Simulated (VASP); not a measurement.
# Li3ScCl3 (P6_3mc) in VASP: further runs, part 2 of 2

VASP 6.6.1. Earlier steps stand in the parts before.

## (3) Single point, PBE, collinear spin

This run uses another cell than the first one, of 20.83 Å³/atom.

INCAR

```
  PREC = Accurate
  ENCUT = 520
  EDIFF = 1E-6
  ISMEAR = 0
  SIGMA = 0.1
  LREAL = False
  LASPH = True
  NELM = 150
  ALGO = Normal
  ISIF = 2
  LWAVE = False
  LCHARG = True
  ISPIN = 2
  MAGMOM = 0 0 0 0 0 0 1 1 0 0 0 0 0 0
  LORBIT = 11
  LMAXMIX = 4
  GGA = PE
  LELF = True
  LVHAR = True
  NBANDS = 58
```

KPOINTS

```
regular mesh
0
Gamma
  6 6 1
```

POSCAR

```
Li3ScCl3
1.0
    3.6161093633      0.0000000000      0.0000000000
   -1.8080546816      3.1316425715      0.0000000000
    0.0000000000      0.0000000000     25.7508287561
Li Sc Cl
6 2 6
Direct
    0.0000000000      0.0000000000      0.8483692172
    0.0000000000      0.0000000000      0.3483692172
    0.3333333333      0.6666666667      0.9810449441
    0.6666666667      0.3333333333      0.4810449441
    0.3333333333      0.6666666667      0.6115357064
    0.6666666667      0.3333333333      0.1115357064
    0.3333333333      0.6666666667      0.2374893070
    0.6666666667      0.3333333333      0.7374893070
    0.0000000000      0.0000000000      0.6552801678
    0.0000000000      0.0000000000      0.1552801678
    0.3333333333      0.6666666667      0.8927974885
    0.6666666667      0.3333333333      0.3927974885
    0.3333333333      0.6666666667      0.5234831691
    0.6666666667      0.3333333333      0.0234831691
```

Potentials or basis: VASP PAW PBE potentials, release 64 (Li_sv, Sc_sv, Cl).

Command:

```sh
> cat potpaw_PBE.64/Li_sv/POTCAR potpaw_PBE.64/Sc_sv/POTCAR potpaw_PBE.64/Cl/POTCAR > POTCAR
> mpirun -np 1 vasp_std > vasp.out
```

OUTCAR:

```text
PREC = Accurate
   ENCUT = 520
   EDIFF = 1E-6
   ISMEAR = 0
   LREAL = False
   LASPH = True
   NELM = 150
   ISIF = 2
   ISPIN = 2
   LORBIT = 11
   GGA = PE

 ion  position               nearest neighbor table
   1  0.000  0.000  0.848-  11 2.38  11 2.38  11 2.38
   2  0.000  0.000  0.348-  12 2.38  12 2.38  12 2.38
   3  0.333  0.667  0.981-  11 2.27  14 2.36  14 2.36  14 2.36
   4  0.667  0.333  0.481-  12 2.27  13 2.36  13 2.36  13 2.36
   5  0.333  0.667  0.612-  13 2.27   9 2.37   9 2.37   9 2.37
   6  0.667  0.333  0.112-  14 2.27  10 2.37  10 2.37  10 2.37
   7  0.333  0.667  0.237-  10 2.97  10 2.97  10 2.97
   8  0.667  0.333  0.737-   9 2.97   9 2.97   9 2.97
   9  0.000  0.000  0.655-   5 2.37   5 2.37   5 2.37   8 2.97   8 2.97   8 2.97
  10  0.000  0.000  0.155-   6 2.37   6 2.37   6 2.37   7 2.97   7 2.97   7 2.97
  11  0.333  0.667  0.893-   3 2.27   1 2.38   1 2.38   1 2.38
  12  0.667  0.333  0.393-   4 2.27   2 2.38   2 2.38   2 2.38
  13  0.333  0.667  0.523-   5 2.27   4 2.36   4 2.36   4 2.36
  14  0.667  0.333  0.023-   6 2.27   3 2.36   3 2.36   3 2.36

  LATTYP: Found a hexagonal cell.
 ALAT       =     3.6161093633
 C/A-ratio  =     7.1211421362

  Lattice vectors:

 A1 = (   3.6161093633,   0.0000000000,   0.0000000000)
 A2 = (  -1.8080546816,   3.1316425715,   0.0000000000)
 A3 = (   0.0000000000,   0.0000000000,  25.7508287561)

Analysis of symmetry for initial positions (statically):
=====================================================================
 Subroutine PRICEL returns:
 Original cell was already a primitive cell.

 Routine SETGRP: Setting up the symmetry group for a
 hexagonal supercell.

 Subroutine GETGRP returns: Found 12 space group operations
 (whereof  6 operations were pure point group operations)
 out of a pool of 24 trial point group operations.

The static configuration has the point symmetry C_3v.
[... 987 lines left out ...]
  -------------------------------------------------------------------------------------
  Total       -0.2462562     -0.2462562      0.3640436     -0.0000000      0.0000000      0.0000000
  in kB       -1.3529842     -1.3529842      2.0001335     -0.0000000      0.0000000      0.0000000
  external PRESSURE =      -0.2352783 kB  Pullay stress =       0.0000000 kB

 VOLUME and BASIS-vectors are now :
 -----------------------------------------------------------------------------
  energy-cutoff  :      520.00
  volume of cell :      291.61
      direct lattice vectors                 reciprocal lattice vectors
     3.616109363  0.000000000  0.000000000     0.276540309  0.159660622  0.000000000
    -1.808054682  3.131642572  0.000000000     0.000000000  0.319321243  0.000000000
     0.000000000  0.000000000 25.750828756     0.000000000  0.000000000  0.038833702

 POSITION                                       TOTAL-FORCE (eV/Angst)
 -----------------------------------------------------------------------------------
      0.00000      0.00000     21.84621        -0.000000     -0.000000     -0.001805
      0.00000      0.00000      8.97080         0.000000      0.000000     -0.001805
     -0.00000      2.08776     25.26272        -0.000000     -0.000000      0.000357
      1.80805      1.04388     12.38731         0.000000     -0.000000      0.000357
     -0.00000      2.08776     15.74755         0.000000     -0.000000     -0.006212
      1.80805      1.04388      2.87214        -0.000000      0.000000     -0.006212
     -0.00000      2.08776      6.11555         0.000000     -0.000000      0.095391
      1.80805      1.04388     18.99096        -0.000000      0.000000      0.095391
      0.00000      0.00000     16.87401         0.000000     -0.000000     -0.087556
      0.00000      0.00000      3.99859        -0.000000     -0.000000     -0.087556
     -0.00000      2.08776     22.99028         0.000000     -0.000000     -0.007949
      1.80805      1.04388     10.11486        -0.000000     -0.000000     -0.007949
     -0.00000      2.08776     13.48013         0.000000      0.000000      0.007775
      1.80805      1.04388      0.60471         0.000000     -0.000000      0.007775
 -----------------------------------------------------------------------------------
    total drift:                               -0.000002     -0.000001     -0.003106

  FREE ENERGIE OF THE ION-ELECTRON SYSTEM (eV)
  ---------------------------------------------------
  free  energy   TOTEN  =       -53.2463361015 eV

  energy  without entropy=      -53.2334160199  energy(sigma->0) =      -53.23987606

 total charge

# of ion       s       p       d       tot
------------------------------------------
    1        2.016   0.044   0.000   2.060
    2        2.016   0.044   0.000   2.060
    3        2.018   0.050   0.000   2.068
    4        2.018   0.050   0.000   2.068
    5        2.017   0.049   0.000   2.066
    6        2.017   0.049   0.000   2.066
    7        2.213   6.033   0.980   9.225
    8        2.213   6.033   0.980   9.225
    9        1.591   3.575   0.000   5.167
   10        1.591   3.575   0.000   5.167
   11        1.590   3.602   0.000   5.192
   12        1.590   3.602   0.000   5.192
   13        1.588   3.615   0.000   5.203
   14        1.588   3.615   0.000   5.203
--------------------------------------------------
tot         26.065  33.937   1.960  61.961

 magnetization (x)

# of ion       s       p       d       tot
------------------------------------------
    1        0.003   0.003   0.000   0.006
    2        0.003   0.003   0.000   0.006
    3        0.000   0.000   0.000   0.001
    4        0.000   0.000   0.000   0.001
    5        0.000   0.000   0.000   0.000
    6        0.000   0.000   0.000   0.000
    7        0.003   0.031   0.504   0.539
    8        0.003   0.031   0.504   0.539
    9        0.000   0.001   0.000   0.001
   10        0.000   0.001   0.000   0.001
   11        0.001   0.006   0.000   0.008
   12        0.001   0.006   0.000   0.008
   13        0.000   0.000   0.000   0.000
   14        0.000   0.000   0.000   0.000
--------------------------------------------------
tot          0.017   0.086   1.008   1.111
```

OSZICAR:

```text
N       E                     dE             d eps       ncg     rms          rms(c)
DAV:   1     0.106883054647E+04    0.10688E+04   -0.33202E+04  1624   0.139E+03
DAV:   2     0.136561362376E+03   -0.93227E+03   -0.89379E+03  1688   0.445E+02
DAV:   3    -0.269219348741E+02   -0.16348E+03   -0.15757E+03  2446   0.164E+02
[... 12 lines left out ...]
DAV:  16    -0.532462559750E+02   -0.25741E-04   -0.46403E-05  2392   0.221E-02    0.264E-02
DAV:  17    -0.532462960505E+02   -0.40075E-04   -0.26527E-05  1968   0.196E-02    0.192E-02
DAV:  18    -0.532463196709E+02   -0.23620E-04   -0.17376E-05  2128   0.154E-02    0.134E-02
DAV:  19    -0.532463290059E+02   -0.93350E-05   -0.57604E-06  2016   0.981E-03    0.970E-03
DAV:  20    -0.532463354137E+02   -0.64077E-05   -0.52017E-06  1728   0.103E-02    0.461E-03
DAV:  21    -0.532463361015E+02   -0.68783E-06   -0.18936E-06  1672   0.702E-03
   1 F= -.53246336E+02 E0= -.53239876E+02  d E =-.129201E-01  mag=     2.0843
```

Wall time 5 min (1 thread of Intel Xeon 6975P-C (Granite Rapids), shared host); peak memory 0.59 GiB.

Results:

| Property | Result |
| --- | --- |
| Free energy | -53.2463 eV |
| Largest force | 0.095 eV/Å |
| Net moment | 2.08 μB per cell |
| Site moments | Li +0.01, +0.00 (each value once); Sc +0.54; Cl +0.00, +0.01 (each value once) μB |
| Valence electrons inside the program's atomic spheres | Li 2.06, 2.07 (each value once); Sc 9.22; Cl 5.17, 5.19, 5.20 (each value once) |

Forces in eV/Å, atoms in the order of the input:
```
Li   0.000  0.000 -0.002
Li   0.000  0.000 -0.002
Li   0.000  0.000  0.000
Li   0.000  0.000  0.000
Li   0.000  0.000 -0.006
Li   0.000  0.000 -0.006
Sc   0.000  0.000  0.095
Sc   0.000  0.000  0.095
Cl   0.000  0.000 -0.088
Cl   0.000  0.000 -0.088
Cl   0.000  0.000 -0.008
Cl   0.000  0.000 -0.008
Cl   0.000  0.000  0.008
Cl   0.000  0.000  0.008
```

Levels at points of the mesh, in eV from the Fermi level:
Spin up:
| k point | band 39 | band 40 | band 41 | band 42 | band 43 | band 44 | band 45 | band 46 |
| --- | --- | --- | --- | --- | --- | --- | --- | --- |
| (0.00, 0.00, 0.00) | -2.94 | -2.88 | -0.55 | -0.52 | 0.57 | 0.57 | 0.57 | 0.57 |
| (0.50, 0.00, 0.00) | -1.24 | -1.23 | -0.30 | -0.30 | 0.19 | 0.22 | 0.69 | 0.71 |
Spin down:
| k point | band 37 | band 38 | band 39 | band 40 | band 41 | band 42 | band 43 | band 44 |
| --- | --- | --- | --- | --- | --- | --- | --- | --- |
| (0.00, 0.00, 0.00) | -3.84 | -3.84 | -2.40 | -2.34 | 0.03 | 0.07 | 0.82 | 0.97 |
| (0.50, 0.00, 0.00) | -4.38 | -4.38 | -0.63 | -0.62 | 0.21 | 0.22 | 0.66 | 0.73 |

Caveat: the cutoff is under 1.25 times the usual one of these potentials, so pressure, stress and relaxed cells hold a basis-set (Pulay) error; a moment this small can come from the mesh or the smearing.
